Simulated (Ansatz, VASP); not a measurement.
# ZnO in VASP and in Ansatz

```
Zn O
1.0
     3.23097    0.00000    0.00000
    -1.61549    2.79810    0.00000
     0.00000    0.00000    5.21541
Zn O
2 2
Direct
  0.33333 0.66667 0.00203
  0.66667 0.33333 0.50203
  0.33333 0.66667 0.38097
  0.66667 0.33333 0.88097
```

Alike in both runs: functional PBEsol; k mesh 9 × 9 × 6; occupations gaussian, width 0.02 eV; no spin polarisation.

Ansatz relaxed the structure, and its values are those at the end. VASP's run is a single point on that final structure, the one shown.

|  | VASP | Ansatz |
| --- | --- | --- |
| version | VASP 6.6.1 | Ansatz 0.2.0 |
| potentials or method | VASP PAW PBE potentials, release 64 (Zn, O), cutoff 520 eV | scalar-relativistic, plane waves, PAW |
| valence electrons in the cell | 36 | 36 |

```tsv
	VASP	Ansatz	Ansatz less VASP
gap on the k mesh at the Fermi level (eV)	0.69	0.70	+0.011
least direct gap on the mesh (eV)	0.69	0.70	+0.011
pressure (GPa)	0.9	0.0	-0.89
```

VASP's potentials were made for PBE, not for PBEsol, and Ansatz warns of the same on its side.
